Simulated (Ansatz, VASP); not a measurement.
## CaSe: VASP beside Ansatz

The input INCAR:

```
SYSTEM = CaSe
ALGO     = Normal         ! electronic algorithm
EDIFF    = 1E-6           ! SCF threshold, eV
ENCUT    = 520            ! plane-wave cutoff, eV
GGA      = PE             ! functional
ISIF     = 2              ! what is computed and relaxed
ISMEAR   = -1             ! smearing method
LASPH    = .TRUE.         ! aspherical terms in the spheres
LCHARG   = .FALSE.        ! write CHGCAR
LREAL    = .FALSE.        ! projectors in reciprocal space
LWAVE    = .FALSE.        ! write WAVECAR
NBANDS   = 15             ! bands
NELM     = 80             ! most SCF steps
PREC     = Accurate       ! precision mode
SIGMA    = 0.02           ! smearing width, eV
```

KPOINTS

```
k-points
0
G
  8 8 8
  0 0 0
```

POSCAR

```
CaSe
1.0
    3.6347849189      0.0000000000      0.0000000000
    0.0000000000      3.6347849189      0.0000000000
    0.0000000000      0.0000000000      3.4399604472
Ca Se
1 1
Direct
    0.0000000000      0.0000000000      0.0000000000
    0.5000000000      0.5000000000      0.5000000000
```

Input for Ansatz:

```yaml
crystal:
  lattice:
    - [3.6347849189, 0.0, 0.0]
    - [0.0, 3.6347849189, 0.0]
    - [0.0, 0.0, 3.4399604472]
  atoms:
    - { symbol: Ca, position: [0.0, 0.0, 0.0] }
    - { symbol: Se, position: [0.5, 0.5, 0.5] }
kpoints:
  mp_grid: { grid: [8, 8, 8] }
  band_path:
    path: [[0.0, 0.0, 0.0], [0.0, 0.5, 0.0], [0.5, 0.5, 0.0], [0.5, 0.5, 0.5]]
    npoints: 1
hamiltonian:
  xc: pbe
scf:
  occupations: { method: fermi_dirac, width: 0.02 }
  n_extra_bands: 4
output:
  forces: true
  stress: true
  eigenvalues: true
  write_density: true
  write_potential: true
  elf: true
  volumetric_format: npy
```

Change from the starting cell: uniaxial_z strain -5.4%.

Alike in both runs: task single point; functional PBE; k mesh 8 × 8 × 8; occupations fermi-dirac, width 0.02 eV; no spin polarisation.

|  | VASP | Ansatz |
| --- | --- | --- |
| version | VASP 6.6.1 | Ansatz 0.2.0 |
| potentials or method | VASP PAW PBE potentials, release 64 (Ca_sv, Se) | plane waves, PAW |
| plane-wave cutoff (eV) | 520 | 420 |
| valence electrons in the cell | 16 | 26 |

VASP gave:

| Property | Result |
| --- | --- |
| pressure (GPa) | 4.2 |
| traceless stress, the component that is largest in VASP (GPa) | 6.36 |

**Question.** What did Ansatz give for the same quantities?

**Answer.** Pressure (GPa): 4.0; traceless stress, the component that is largest in VASP (GPa): 6.37.

VASP's potentials hold 16 valence electrons a cell and Ansatz's 26, so a difference there can come from the potentials and not from the codes.
